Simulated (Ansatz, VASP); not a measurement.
# P in VASP and in Ansatz

```
P
1.0
     3.28373    0.00000    0.00000
     0.00000   34.85703    0.00000
     0.00000    0.00000    4.72473
P
4
Direct
  0.00000 0.97026 0.59215
  0.00000 0.02974 0.40785
  0.50000 0.02974 0.09215
  0.50000 0.97026 0.90785
```

Change from the starting cell: strain +0.0200 x Voigt [0, 0, 1, 0, 0, 0], atoms carried along.

Alike in both runs: task single point; functional r2SCAN; k mesh 8 × 1 × 6; occupations gaussian, width 0.05 eV; no spin polarisation.

|  | VASP | Ansatz |
| --- | --- | --- |
| version | VASP 6.6.1 | Ansatz 0.2.0 |
| potentials or method | VASP PAW PBE potentials, release 64 (P), cutoff 520 eV | scalar-relativistic, plane waves, PAW |
| valence electrons in the cell | 20 | 20 |

VASP gave:

| Quantity | Value |
| --- | --- |
| gap on the k mesh at the Fermi level (eV) | 1.26 |
| least direct gap on the mesh (eV) | 1.26 |
| rms of the force components (eV/Å) | 0.170 |

Q: What did Ansatz give for the same quantities?

A: gap on the k mesh at the Fermi level (eV): 1.23; least direct gap on the mesh (eV): 1.23; rms of the force components (eV/Å): 0.125.

VASP's potentials were made for PBE, not for r2SCAN. Atom by atom the forces differ by 0.055 eV/Å (rms over components).
